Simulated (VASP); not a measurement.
## SrO: single point with PBEsol

The system is SrO.

```
Sr O
1.0
     4.23562    0.00000    0.00000
    -2.11781    3.66815    0.00000
     0.00000    0.00000    5.10958
Sr O
2 2
Direct
  0.33333 0.66667 0.93750
  0.66667 0.33333 0.43750
  0.33333 0.66667 0.43750
  0.66667 0.33333 0.93750
```

```
Program                : VASP 6.6.1
Task                   : single point
Functional             : PBEsol
Potentials or basis    : VASP PAW PBE potentials, release 64 (Sr_sv, O)
Cutoff                 : 520 eV
k mesh                 : 6 × 6 × 4
Occupations            : fermi-dirac, width 0.02 eV
Spin                   : no spin polarisation
Dipole correction      : no
Further INCAR settings : ALGO = Normal; EDIFF = 1e-07; NBANDS = 24
```

The pressure is 0.5 GPa and the band gap on the k mesh is 2.59 eV.

Levels at points of the mesh, in eV from the valence-band top:
| k point | band 14 | band 15 | band 16 | band 17 | band 18 | band 19 |
| --- | --- | --- | --- | --- | --- | --- |
| (0.00, 0.00, 0.00) | -0.92 | -0.29 | 0.00 | 2.59 | 6.11 | 6.11 |
| (0.50, 0.00, 0.00) | -0.35 | -0.34 | -0.28 | 4.25 | 4.78 | 5.02 |
| (0.00, 0.00, 0.50) | -1.14 | -1.14 | -1.14 | 4.31 | 4.31 | 7.95 |
| (0.50, 0.00, 0.50) | -0.94 | -0.44 | -0.44 | 4.89 | 4.89 | 7.44 |

Run time: 2.1 min on 1 thread of Intel Xeon 8259CL (shared host), peak memory 0.2 GiB.

Caveat: the PAW data sets were made with another functional, which shifts forces and pressure a little.
